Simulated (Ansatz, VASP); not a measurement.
## Pb in VASP and in Ansatz

File INCAR:

```
PREC     = Accurate       # precision mode
ENCUT    = 520            # plane-wave cutoff, eV
EDIFF    = 1E-6           # SCF threshold, eV
ISMEAR   = 0              # smearing method
SIGMA    = 0.15           # smearing width, eV
LREAL    = False          # projectors in reciprocal space
LASPH    = True           # aspherical terms in the spheres
NELM     = 100            # most SCF steps
ALGO     = Fast           # electronic algorithm
ISIF     = 2              # what is computed and relaxed
LWAVE    = False          # write WAVECAR
LCHARG   = False          # write CHGCAR
GGA      = PE             # functional
NBANDS   = 13             # bands
```

Contents of KPOINTS:

```
Automatic mesh
0
Gamma
  16 16 16
```

File POSCAR:

```
Pb
1.0
    0.0000000000      2.4512765000      2.4698000000
    2.4883235000      0.0000000000      2.4698000000
    2.4883235000      2.4512765000      0.0000000000
Pb
1
Direct
    0.0000000000      0.0000000000      0.0000000000
```

Input for Ansatz:

```yaml
crystal:
  lattice:
    - [0.0, 2.4512765, 2.4698]
    - [2.4883235, 0.0, 2.4698]
    - [2.4883235, 2.4512765, 0.0]
  atoms:
    - { symbol: Pb, position: [0.0, 0.0, 0.0] }
basis:
  ecutwfc: 420
kpoints:
  mp_grid: { grid: [16, 16, 16] }
hamiltonian:
  xc: pbe
scf:
  occupations: { method: gaussian, width: 0.15 }
output:
  forces: true
  stress: true
  eigenvalues: true
```

Change from the starting cell: strain +0.0075 x Voigt [1, -1, 0, 0, 0, 0], atoms carried along.

Alike in both runs: task single point; functional PBE; k mesh 16 × 16 × 16; occupations gaussian, width 0.15 eV; no spin polarisation.

|  | VASP | Ansatz |
| --- | --- | --- |
| version | VASP 6.6.1 | Ansatz 0.2.0 |
| potentials or method | VASP PAW PBE potentials, release 64 (Pb_d), cutoff 520 eV | scalar-relativistic, plane waves, PAW |
| valence electrons in the cell | 14 | 14 |

```csv
,VASP,Ansatz,Ansatz less VASP
gap on the k mesh at the Fermi level (eV),none,none,-
pressure (GPa),2.7,2.7,+0.02
"traceless stress, the component that is largest in VASP (GPa)",0.14,0.14,0.000
```

A gap of «none» marks a metal or a gap that the smearing closes. With one functional, cell and mesh, what is left measures potentials, basis and numerics.

Spin-orbit coupling is off throughout.
